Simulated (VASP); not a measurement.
Set up this calculation in VASP 6.6.1, as the native input.

| Quantity | Value |
| --- | --- |
| Task | single point |
| Functional | PBE |
| Potentials or basis | VASP PAW PBE potentials, release 64 (Sb) |
| Cutoff | 520 eV |
| k mesh | 13 × 13 × 12 |
| Occupations | fermi-dirac, width 0.05 eV |
| Spin | no spin polarisation |
| Dipole correction | no |
| Further INCAR settings | ALGO = Normal; EDIFF = 1e-07; NBANDS = 8 |

The structure of Sb lies in POSCAR:

```
Sb
1.0
    3.0514187911      0.0000000000      0.0000000000
   -1.5257093956      2.6426061907      0.0000000000
    0.0000000000      0.0000000000      2.8928287790
Sb
1
Direct
    0.0000000000      0.0000000000      0.0000000000
```

One way to write it, as run:

INCAR

```
PREC     = Accurate       # precision mode
ENCUT    = 520            # plane-wave cutoff, eV
EDIFF    = 1E-7           # SCF threshold, eV
ISMEAR   = -1             # smearing method
SIGMA    = 0.05           # smearing width, eV
LREAL    = False          # projectors in reciprocal space
LASPH    = True           # aspherical terms in the spheres
NELM     = 100            # most SCF steps
ALGO     = Normal         # electronic algorithm
ISIF     = 2              # what is computed and relaxed
LWAVE    = False          # write WAVECAR
LCHARG   = True           # write CHGCAR
GGA      = PE             # functional
LELF     = True           # ELF
LVHAR    = True         
NBANDS   = 8              # bands
```

KPOINTS

```
regular mesh
0
Gamma
  13 13 12
```

Potentials or basis: VASP PAW PBE potentials, release 64 (Sb).

Command:

```console
$ cat potpaw_PBE.64/Sb/POTCAR > POTCAR
$ mpirun -np 1 vasp_std > vasp.out
```

It gave:

- Pressure: 21.1 GPa

Wall time 32 s on 1 thread of Intel Xeon 8259CL, on a shared host, peak memory 0.15 GiB.
